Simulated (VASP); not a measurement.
# MgAl15N16 (a cell with a defect) in VASP: a series of runs

Runs on MgAl15N16 (a cell with a defect). Level: PBE. Tasks: single point.

Everything below comes from runs of VASP 6.6.1. Logs are shortened: lines on timing, memory, paths and dates and some standing lists are left out, and cuts for length are marked.

## (1) The cell of the first run

The cell holds a defect, 32 atoms: a = 6.260 Å, b = 6.260 Å, c = 10.035 Å, α = 90.00°, β = 90.00°, γ = 120.00°.

## (2) Single point, PBE

The input, INCAR:

```
SYSTEM = MgAl15N16
ALGO     = Normal         ! electronic algorithm
EDIFF    = 1E-6           ! SCF threshold, eV
ENCUT    = 520            ! plane-wave cutoff, eV
GGA      = PE             ! functional
GGA_COMPAT= .FALSE.      
ISIF     = 2              ! what is computed and relaxed
ISMEAR   = 0              ! smearing method
ISYM     = -1           
LASPH    = .TRUE.         ! aspherical terms in the spheres
LCHARG   = .TRUE.         ! write CHGCAR
LELF     = .TRUE.         ! ELF
LREAL    = Auto         
LVHAR    = .TRUE.       
LWAVE    = .FALSE.        ! write WAVECAR
NBANDS   = 86             ! bands
NELECT   = 128.0        
NELM     = 120            ! most SCF steps
PREC     = Accurate       ! precision mode
SIGMA    = 0.01           ! smearing width, eV
```

The input, KPOINTS:

```
explicit points
1
Reciprocal
  0.25000000   0.25000000   0.25000000 1
```

The input, POSCAR:

```
MgAl15N16
1.0
    6.2595139092      0.0000000618      0.0000000000
   -3.1297570081      5.4208980298      0.0000000000
    0.0000000000      0.0000000000     10.0348065900
Al Mg N
15 1 16
Direct
    0.3336725648      0.1651380118      0.2515302327
    0.3325233179      0.1660897297      0.7501398251
    0.1660936785      0.3327203840      0.9983778064
    0.3335905203      0.6668272575      0.2513589237
    0.1707617165      0.8354531938      0.4974040366
    0.3323200351      0.6645622444      0.7505135684
    0.1656791360      0.8327034614      1.0001795402
    0.8320211875      0.1652182613      0.2513697023
    0.6632596517      0.3278965721      0.4973626398
    0.8340852300      0.1663608104      0.7504928600
    0.6660069363      0.3329838947      1.0001867915
    0.8331047874      0.6657080146      0.2509196024
    0.6636949160      0.8349096638      0.4975085463
    0.8329322839      0.6657028769      0.7477771176
    0.6660999690      0.8326562391      1.0001208383
    0.1652060822      0.3335101876      0.5007800270
    0.3382244701      0.1604705670      0.4363221500
    0.1676350446      0.3310528583      0.1884316750
    0.3326103595      0.1659901047      0.9408544955
    0.1674520798      0.3312289469      0.7033973737
    0.3398266844      0.6830351511      0.4359150088
    0.1658364525      0.8303129682      0.1880690481
    0.3325176105      0.6695365380      0.9411533602
    0.1678760277      0.8313097836      0.6899023985
    0.8155840846      0.1587209448      0.4359083829
    0.6683901506      0.3328869227      0.1880803918
    0.8291728540      0.1661442732      0.9411302766
    0.6673879762      0.3307811982      0.6899103114
    0.8316399952      0.6670572745      0.4401077155
    0.6683288126      0.8304001695      0.1880835662
    0.8314139649      0.6671535534      0.9383983695
    0.6671637627      0.8314108741      0.6904451515
```

Potentials or basis: VASP PAW PBE potentials, release 64 (Al, Mg, N).

On the command line:

```bash
cat potpaw_PBE.64/Al/POTCAR potpaw_PBE.64/Mg/POTCAR potpaw_PBE.64/N/POTCAR > POTCAR
mpirun -np 1 vasp_std > vasp.out
```

OUTCAR:

```text
SYSTEM = MgAl15N16
   EDIFF = 1E-6
   ENCUT = 520
   GGA = PE
   ISIF = 2
   ISMEAR = 0
   ISYM = -1
   LASPH = .TRUE.
   LREAL = Auto
   NELECT = 128.0
   NELM = 120
   PREC = Accurate

 ion  position               nearest neighbor table
   1  0.334  0.165  0.252-  17 1.86  18 1.91  26 1.92  22 1.92   9 3.05   5 3.05  16 3.10  11 3.10
                             7 3.10   4 3.12   8 3.12   3 3.12  12 3.13  12 3.13   8 3.14   4 3.14
   2  0.333  0.166  0.750-  20 1.85  24 1.91  28 1.91  19 1.91   3 3.08  16 3.09   7 3.09  11 3.09
                             5 3.11   9 3.11  10 3.12   6 3.12  14 3.13  14 3.13   6 3.14  10 3.14
   3  0.166  0.333  0.998-  19 1.90  18 1.91  23 1.91  27 1.91   6 3.07  10 3.07   2 3.08   8 3.12
                             4 3.12   1 3.12  11 3.13   7 3.13  15 3.13  15 3.13   7 3.13  11 3.13
   4  0.334  0.667  0.251-  21 1.85  22 1.90  30 1.92  18 1.93  13 3.05   5 3.05  16 3.09  15 3.10
                             7 3.10   3 3.12   1 3.12   8 3.12  12 3.13  12 3.13   8 3.14   1 3.14
   5  0.171  0.835  0.497-  21 1.85  17 1.87  29 1.93  24 1.93   1 3.05   4 3.05  12 3.08   9 3.08
                            13 3.09   2 3.11  14 3.11   6 3.11  16 3.12  16 3.14  13 3.17   9 3.18
   6  0.332  0.665  0.751-  20 1.87  24 1.90  32 1.91  23 1.91   3 3.07  16 3.08  15 3.09   7 3.09
                            13 3.11   5 3.11  10 3.12   2 3.12  14 3.13  14 3.13   2 3.14  10 3.14
   7  0.166  0.833  0.000-  23 1.88  22 1.89  19 1.90  31 1.92   2 3.09   6 3.09  12 3.10   1 3.10
                             4 3.10  14 3.11  15 3.13  11 3.13   3 3.13   3 3.13  11 3.13  15 3.13
   8  0.832  0.165  0.251-  25 1.85  26 1.90  30 1.92  18 1.93  13 3.05   9 3.05  16 3.09  15 3.10
                            11 3.10   3 3.12   1 3.12   4 3.12  12 3.13  12 3.13   4 3.14   1 3.14
   9  0.663  0.328  0.497-  25 1.85  17 1.87  29 1.93  28 1.93   1 3.05   8 3.05  12 3.08   5 3.08
                            13 3.09   2 3.11  14 3.11  10 3.11  16 3.12  16 3.14  13 3.17   5 3.18
  10  0.834  0.166  0.750-  20 1.87  28 1.90  32 1.91  27 1.91   3 3.07  16 3.08  15 3.09  11 3.09
                            13 3.11   9 3.11   6 3.12   2 3.12  14 3.13  14 3.13   2 3.14   6 3.14
  11  0.666  0.333  0.000-  27 1.88  26 1.89  19 1.90  31 1.91   2 3.09  10 3.09  12 3.10   1 3.10
                             8 3.10  14 3.11  15 3.13   7 3.13   3 3.13   3 3.13   7 3.13  15 3.13
  12  0.833  0.666  0.251-  30 1.89  29 1.90  22 1.91  26 1.91   5 3.08   9 3.08  13 3.08   7 3.10
                            11 3.10  15 3.10   4 3.13   8 3.13   1 3.13   1 3.13   8 3.13   4 3.13
  13  0.664  0.835  0.498-  25 1.86  21 1.86  29 1.91  32 1.94   4 3.05   8 3.05  12 3.08   9 3.09
                             5 3.09  14 3.11   6 3.11  10 3.11  16 3.13  16 3.13   5 3.17   9 3.17
  14  0.833  0.666  0.748-  32 1.89  28 1.91  24 1.91  31 1.91   5 3.11   9 3.11  11 3.11   7 3.11
                            13 3.11  15 3.11  10 3.13   6 3.13   2 3.13   2 3.13   6 3.13  10 3.13
  15  0.666  0.833  0.000-  30 1.89  31 1.90  27 1.90  23 1.90  10 3.09   6 3.09   4 3.10   8 3.10
                            12 3.10  14 3.11   7 3.13  11 3.13   3 3.13   3 3.13  11 3.13   7 3.13
  16  0.165  0.334  0.501-  17 1.98  21 2.00  25 2.00  20 2.03   6 3.08  10 3.08   8 3.09   4 3.09
                             2 3.09   1 3.10   9 3.12   5 3.12  13 3.13  13 3.13   5 3.14   9 3.14
  17  0.338  0.160  0.436-   1 1.86   9 1.87   5 1.87  16 1.98
  18  0.168  0.331  0.188-   3 1.91   1 1.91   8 1.93   4 1.93
  19  0.333  0.166  0.941-   3 1.90   7 1.90  11 1.90   2 1.91
  20  0.167  0.331  0.703-   2 1.85   6 1.87  10 1.87  16 2.03
  21  0.340  0.683  0.436-   5 1.85   4 1.85  13 1.86  16 2.00
  22  0.166  0.830  0.188-   7 1.89   4 1.90  12 1.91   1 1.92
[... 8 lines left out ...]
  31  0.831  0.667  0.938-  15 1.90  14 1.91  11 1.91   7 1.92
  32  0.667  0.831  0.690-  14 1.89   6 1.91  10 1.91  13 1.94

IMPORTANT INFORMATION: All symmetrisations will be switched off!
NOSYMM: (Re-)initialisation of all symmetry stuff for point group C_1.

----------------------------------------------------------------------------------------

                                     Primitive cell

  volume of cell :     340.5029

  direct lattice vectors                    reciprocal lattice vectors
     6.259513909  0.000000062  0.000000000     0.159756813  0.092235641  0.000000000
    -3.129757008  5.420898030  0.000000000    -0.000000002  0.184471279  0.000000000
     0.000000000  0.000000000 10.034806590     0.000000000  0.000000000  0.099653141

  length of vectors
     6.259513909  6.259513909 10.034806590     0.184471279  0.184471279  0.099653141

  position of ions in fractional coordinates (direct lattice)
     0.333672565  0.165138012  0.251530233
     0.332523318  0.166089730  0.750139825
     0.166093678  0.332720384  0.998377806
     0.333590520  0.666827258  0.251358924
     0.170761717  0.835453194  0.497404037
     0.332320035  0.664562244  0.750513568
[... 24 lines left out ...]
     0.831413965  0.667153553  0.938398369
     0.667163763  0.831410874  0.690445152

  ion indices of the primitive-cell ions
   primitive index   ion index
                 1           1
                 2           2
                 3           3
                 4           4
                 5           5
                 6           6
[... 24 lines left out ...]
                31          31
                32          32

----------------------------------------------------------------------------------------

 KPOINTS: explicit points

Read explicit list of k-points.

 Found      1 k-points:

 Following reciprocal coordinates:
            Coordinates               Weight
  0.250000  0.250000  0.250000      1.000000
   k-points           NKPTS =      1   k-points in BZ     NKDIM =      1   number of bands    NBANDS=     86
   number of dos      NEDOS =    301   number of ions     NIONS =     32
   total plane-waves  NPLWV = 184320
   dimension x,y,z NGX =    48 NGY =   48 NGZ =   80
   dimension x,y,z NGXF=    96 NGYF=   96 NGZF=  160
   ions per type =              15   1  16
   NGX,Y,Z   is equivalent  to a cutoff of  12.75, 12.75, 13.25 a.u.
   NGXF,Y,Z  is equivalent  to a cutoff of  25.50, 25.50, 26.51 a.u.
 SYSTEM =  MgAl15N16
   PREC   = accura    normal or accurate (medium, high low for compatibility)
   ISTART =      0    job   : 0-new  1-cont  2-samecut
   ICHARG =      2    charge: 1-file 2-atom 10-const
   ISPIN  =      1    spin polarized calculation?
   LNONCOLLINEAR =      F non collinear calculations
   LSORBIT =      F    spin-orbit coupling
   LASPH  =      T    aspherical Exc in radial PAW
   ENCUT  =  520.0 eV  38.22 Ry    6.18 a.u.  11.64 11.64 18.66*2*pi/ulx,y,z
   NELM   =    120;   NELMIN=  2; NELMDL= -5     # of ELM steps
   EDIFF  = 0.1E-05   stopping-criterion for ELM
   LREAL  =      T    real-space projection
   EDIFFG = 0.1E-04   stopping-criterion for IOM
   NSW    =      0    number of steps for IOM
   IBRION =     -1    ionic relax: 0-MD 1-quasi-New 2-CG
   NFREE  =      0    steps in history (QN), initial steepest desc. (CG)
   ISIF   =      2    stress and relaxation
   ISYM   =     -1    0-nonsym 1-usesym 2-fastsym
   POTIM  = 0.5000    time-step for ionic-motion
   TEBEG  =    0.0;   TEEND  =   0.0 temperature during run
   PSTRESS=    0.0 pullay stress
   NELECT =     128.0000    total number of electrons
   NUPDOWN=      -1.0000    fix difference up-down
   EMIN   =  10.00;   EMAX   =-10.00  energy-range for DOS
   EFERMI =   0.00;   METHOD = LEGACY
   ISMEAR =     0;   SIGMA  =   0.01  broadening in eV -4-tet -1-fermi 0-gaus
   EFERMI_NEDOS =   21; number of points for ismear=-14 and -15
   IALGO  =     38    algorithm
   IMIX   =      4    mixing-type and parameters
     AMIX     =   0.40;   BMIX     =  1.00
     AMIX_MAG =   1.60;   BMIX_MAG =  1.00
  volume/ion in A,a.u.               =      10.64        71.81
  Fermi-wavevector in a.u.,A,eV,Ry     =   1.181511  2.232733 18.993310  1.395969
  Thomas-Fermi vector in A             =   2.317783
   LORBIT       =      0    0 simple, 1 ext, 2 COOP (PROOUT), +10 PAW based schemes
   GGA     = PE    functional components
   LHFCALC =     F    Hartree Fock is set to
   AEXX    =    0.0000 exact exchange contribution
   IVDW    =     0    specifies the selected vdW correction
   LEPSILON=     F    determine dielectric tensor
   LRPA    =     F    only Hartree local field effects (RPA)
 non-spin polarized calculation
 Gauss-broadening in eV      SIGMA  =   0.01
  energy-cutoff  :      520.00
  volume of cell :      340.50
 maximum number of plane-waves:      9148
 NGX is ok and might be reduce to    48
   NGX = 23   NGY = 23   NGZ = 37

 number of electron     127.9999996 magnetization

 Free energy of the ion-electron system (eV)
  ---------------------------------------------------
  ext. energy  EPLUGINS =         0.00000000
  ---------------------------------------------------
  free energy    TOTEN  =      -229.75150635 eV

  energy without entropy =     -229.75150635  energy(sigma->0) =     -229.75150635

 E-fermi :   5.9339     XC(G=0): -10.8547

 val. band max:        5.8473237342   @ k =   0.2500   0.2500   0.2500
 cond. band min:      11.1821176154   @ k =   0.2500   0.2500   0.2500
 fundamental gap:      5.3347938812
 Fermi energy:         5.9339209613

 k-point     1 :       0.2500    0.2500    0.2500
  band No.  band energies     occupation
      1      -8.8035      2.00000
      2      -8.3009      2.00000
      3      -8.2069      2.00000
      4      -8.1354      2.00000
      5      -7.7935      2.00000
      6      -7.6756      2.00000
[... 68 lines left out ...]
     75      12.7792      0.00000
     76      12.9376      0.00000
 [bands above 76 left out]

------------------------ aborting loop because EDIFF is reached ----------------------------------------

  FORCE on cell =-STRESS in cart. coord.  units (eV):
  Direction    XX          YY          ZZ          XY          YZ          ZX
  --------------------------------------------------------------------------------------
  -------------------------------------------------------------------------------------
  Total       16.1739468      6.0264592     20.1449318     -8.8088328      0.2965533      0.0902719
  in kB       76.1036937     28.3564558     94.7884732    -41.4484308      1.3953801      0.4247588
  external PRESSURE =      66.4162076 kB  Pullay stress =       0.0000000 kB

 VOLUME and BASIS-vectors are now :
 -----------------------------------------------------------------------------
  energy-cutoff  :      520.00
  volume of cell :      340.50
      direct lattice vectors                 reciprocal lattice vectors
     6.259513909  0.000000062  0.000000000     0.159756813  0.092235641  0.000000000
    -3.129757008  5.420898030  0.000000000    -0.000000002  0.184471279  0.000000000
     0.000000000  0.000000000 10.034806590     0.000000000  0.000000000  0.099653141

 POSITION                                       TOTAL-FORCE (eV/Angst)
 -----------------------------------------------------------------------------------
      1.57179      0.89520      2.52406        -0.005448     -0.001267     -0.001598
      1.56161      0.90036      7.52751         0.006511     -0.001599      0.005077
     -0.00167      1.80364     10.01853        -0.003115     -0.004630     -0.003370
      0.00111      3.61480      2.52234        -0.000058     -0.003610     -0.000514
     -1.54588      4.52891      4.99135         0.003959     -0.007339      0.002850
      0.00024      3.60252      7.53126         0.002643      0.005440     -0.003517
[... 24 lines left out ...]
      3.11622      3.61657      9.41665         0.002668      0.000471     -0.004321
      1.57401      4.50699      6.92848        -0.005903     -0.000414      0.002608
 -----------------------------------------------------------------------------------
    total drift:                               -0.005672     -0.008667      0.005041

  FREE ENERGIE OF THE ION-ELECTRON SYSTEM (eV)
  ---------------------------------------------------
  free  energy   TOTEN  =      -229.7515063477 eV

  energy  without entropy=     -229.7515063477  energy(sigma->0) =     -229.75150635
```

Run time: 1.7 min. Hardware: 1 thread of Intel Xeon Platinum 8559C (Emerald Rapids), shared host; peak memory 0.42 GiB.

What came out:

| Property | Result |
| --- | --- |
| Free energy | -229.7515 eV |
| Largest force | 0.011 eV/Å |

Forces in eV/Å, atoms in the order of the input:
```
Al  -0.005 -0.001 -0.002
Al   0.007 -0.002  0.005
Al  -0.003 -0.005 -0.003
Al   0.000 -0.004 -0.001
Al   0.004 -0.007  0.003
Al   0.003  0.005 -0.004
Al  -0.003 -0.001  0.004
Al  -0.004 -0.002 -0.004
Al   0.009  0.001  0.006
Al   0.004 -0.003 -0.002
Al  -0.003  0.000  0.002
Al   0.002 -0.004  0.002
Al   0.003  0.001  0.001
Al   0.001  0.003  0.001
Al  -0.003  0.000  0.001
Mg   0.008 -0.006  0.001
N   -0.002  0.005  0.001
N    0.003  0.003  0.001
N    0.004  0.001 -0.007
N   -0.007  0.002 -0.001
N   -0.004  0.001  0.008
N   -0.002  0.001 -0.001
N    0.004  0.001 -0.004
N   -0.004  0.004 -0.004
N   -0.001  0.005  0.009
N    0.003  0.002 -0.004
N    0.000  0.000 -0.002
N   -0.007 -0.002 -0.007
N   -0.002 -0.001  0.005
N    0.000  0.002 -0.002
N    0.003  0.000 -0.004
N   -0.006  0.000  0.003
```

Caveat: the cell carries a net charge on a neutralising background, which shifts energy and pressure; the cell is charged against a uniform background, so pressure and absolute levels hang on convention.

## (3) Single point, PBE

The input, INCAR:

```
SYSTEM = MgAl15N16
PREC = Accurate ; ENCUT = 520
EDIFF = 1E-6 ; ISMEAR = -1
SIGMA = 0.01 ; LREAL = Auto
LASPH = .TRUE. ; NELM = 120
ALGO = Normal ; ISIF = 2
LWAVE = .FALSE. ; LCHARG = .FALSE.
GGA = PE ; NELECT = 126.0
NBANDS = 86 ; GGA_COMPAT = .FALSE.
ISYM = -1
```

KPOINTS is that of step 2.

The input, POSCAR:

```
MgAl15N16
1.0
    6.2595139092      0.0000000618      0.0000000000
   -3.1297570081      5.4208980298      0.0000000000
    0.0000000000      0.0000000000     10.0348065900
Al Mg N
15 1 16
Direct
    0.3339688678      0.1613248519      0.2460109775
    0.3387706511      0.1664625223      0.7509642650
    0.1665058369      0.3332580194      0.9990416958
    0.3314153516      0.6641310075      0.2479988336
    0.1628707382      0.8310543758      0.5014855502
    0.3385266597      0.6726274748      0.7504758787
    0.1632152244      0.8310287300      0.9986474769
    0.8282225507      0.1631169818      0.2479700400
    0.6714065242      0.3392576784      0.5013371202
    0.8336562098      0.1677996252      0.7508479320
    0.6674243331      0.3369284503      0.9986152425
    0.8320670613      0.6654441960      0.2489027603
    0.6645667677      0.8384877773      0.4988601496
    0.8346704100      0.6700347011      0.7498358115
    0.6663832180      0.8335907994      0.9999020246
    0.1637677312      0.3322013983      0.4976480422
    0.3461047376      0.1565562787      0.4352909197
    0.1660481260      0.3274839048      0.1910284336
    0.3319847760      0.1675962647      0.9422379368
    0.1743197865      0.3355160479      0.7048099009
    0.3380014731      0.6871137485      0.4361549745
    0.1651796608      0.8275940245      0.1875823868
    0.3321242125      0.6679966898      0.9417107048
    0.1699762389      0.8342104202      0.6914845381
    0.8130798086      0.1622149595      0.4341907691
    0.6680586261      0.3324817238      0.1873249685
    0.8321599241      0.1693203114      0.9419467640
    0.6721496009      0.3359781859      0.6912708352
    0.8310562523      0.6708425893      0.4399439432
    0.6655471723      0.8282780485      0.1890220373
    0.8312492815      0.6696328356      0.9392638392
    0.6709842541      0.8364629490      0.6899961599
```

Potentials or basis: VASP PAW PBE potentials, release 64 (Al, Mg, N).

On the command line:

```bash
cat potpaw_PBE.64/Al/POTCAR potpaw_PBE.64/Mg/POTCAR potpaw_PBE.64/N/POTCAR > POTCAR
mpirun -np 1 vasp_std > vasp.out
```

Wall time 87 s (1 thread of Intel Xeon Platinum 8559C (Emerald Rapids), shared host); peak memory 0.42 GiB.

The run converged. Its results:

* Free energy: -240.9049 eV
* Largest force: 0.018 eV/Å

Forces on the atoms (eV/Å):
```
Al  -0.007 -0.004 -0.003
Al  -0.002  0.004 -0.006
Al  -0.002  0.001  0.006
Al  -0.004 -0.006 -0.001
Al  -0.001 -0.002  0.003
Al   0.004  0.002  0.001
Al   0.004 -0.003 -0.002
Al  -0.011 -0.005  0.003
Al  -0.006  0.002 -0.001
Al   0.006  0.007 -0.009
Al   0.003 -0.002  0.001
Al  -0.005 -0.002  0.005
Al  -0.001  0.001  0.003
Al   0.001 -0.002  0.001
Al   0.000 -0.001  0.004
Mg  -0.002  0.013 -0.013
N    0.001 -0.003  0.007
N    0.003  0.005 -0.006
N   -0.001 -0.001 -0.004
N    0.000 -0.006  0.008
N    0.004  0.006 -0.002
N    0.003  0.002 -0.001
N   -0.002  0.001 -0.010
N    0.000 -0.005 -0.002
N    0.010 -0.002  0.009
N    0.003  0.000 -0.001
N    0.000  0.001  0.008
N   -0.002  0.000  0.006
N    0.002 -0.005  0.002
N    0.002  0.007 -0.004
N    0.000  0.001 -0.003
N   -0.002 -0.005  0.000
```

Levels at points of the mesh, in eV from the Fermi level:
```
           k point  band 61  band 62  band 63  band 64  band 65  band 66
(0.25, 0.25, 0.25)    -0.39    -0.19    -0.04     0.04     5.91     6.30
```

Caveat: the cell carries a net charge on a neutralising background, which shifts energy and pressure; the cell is charged against a uniform background, so pressure and absolute levels hang on convention.
